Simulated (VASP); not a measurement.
**CdSe: single point with PBE**

Crystal: CdSe.

```xyz
6
Lattice="4.1673 0.0000 0.0000 -2.0837 3.6090 0.0000 0.0000 0.0000 9.1266" Properties=species:S:1:pos:R:3 pbc="T T T"
Cd   -1.0418    1.8045    1.5211
Cd    1.0418    1.8045    7.6055
Cd    2.0837    0.0000    4.5633
Se    1.0418    1.8045    3.0422
Se    2.0837    0.0000    0.0000
Se   -1.0418    1.8045    6.0844
```

```yaml
Program: VASP 6.6.1
Task: single point
Functional: PBE
Potentials_or_basis: VASP PAW PBE potentials, release 64 (Cd, Se)
Cutoff: 520 eV
k_mesh: 6 × 6 × 2
Occupations: gaussian, width 0.1 eV
Spin: no spin polarisation
```

| Property | Result |
| --- | --- |
| Pressure | 11.1 GPa |
| Band gap on the k mesh | 0.22 eV, direct |

Stress tensor (GPa, compression positive):
```
10.04  0.00  0.00
 0.00 10.04  0.00
 0.00  0.00 13.18
```

Levels at points of the mesh, in eV from the valence-band top:
```tsv
k point	band 23	band 24	band 25	band 26	band 27	band 28	band 29	band 30	band 31	band 32
(0.00, 0.00, 0.00)	-1.00	-0.75	-0.72	-0.72	0.00	0.22	2.76	2.76	5.47	5.47
(0.50, 0.00, 0.00)	-2.47	-1.95	-1.67	-1.38	-1.25	2.31	2.49	3.06	3.68	3.95
(0.00, 0.00, 0.50)	-1.96	-1.00	-0.88	-0.88	-0.01	2.03	2.03	2.68	4.96	6.13
(0.50, 0.00, 0.50)	-2.53	-1.77	-1.73	-1.66	-1.18	1.76	2.81	3.43	3.83	5.77
```

It took 46 s on 1 thread of Intel(R) Xeon(R) 6975P-C (Granite Rapids) (shared host), peak memory 0.27 GiB.
